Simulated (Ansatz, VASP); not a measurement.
**NaF in VASP and in Ansatz**

```xyz
6
Lattice="3.7194 0.0000 0.0000 -1.8597 3.2211 0.0000 0.0000 0.0000 6.0799" Properties=species:S:1:pos:R:3 pbc="T T T"
Na   -0.9554    2.6990    4.0533
Na    0.0000    1.0441    2.0266
Na    0.9554    2.6990    0.0000
F     2.8151    0.5221    4.0533
F     1.8597    2.1769    2.0266
F     0.9043    0.5221    0.0000
```

Alike in both runs: task single point; functional PBE; k mesh 6 × 6 × 4; occupations gaussian, width 0.1 eV; no spin polarisation.

|  | VASP | Ansatz |
| --- | --- | --- |
| version | VASP 6.6.1 | Ansatz 0.2.0 |
| potentials or method | VASP PAW PBE potentials, release 64 (Na_pv, F), cutoff 520 eV | scalar-relativistic, plane waves, PAW |
| valence electrons in the cell | 42 | 48 |

|  | VASP | Ansatz | Ansatz less VASP |
| --- | --- | --- | --- |
| gap on the k mesh at the Fermi level (eV) | 5.45 | 5.47 | +0.021 |
| least direct gap on the mesh (eV) | 5.45 | 5.47 | +0.021 |
| pressure (GPa) | 10.7 | 10.6 | -0.09 |
| traceless stress, the component that is largest in VASP (GPa) | 2.60 | 2.77 | +0.168 |
| rms of the force components (eV/Å) | 0.176 | 0.165 | -0.0104 |

Atom by atom the forces differ by 0.010 eV/Å (rms over components). VASP's potentials hold 42 valence electrons a cell and Ansatz's 48, so a difference there can come from the potentials and not from the codes.
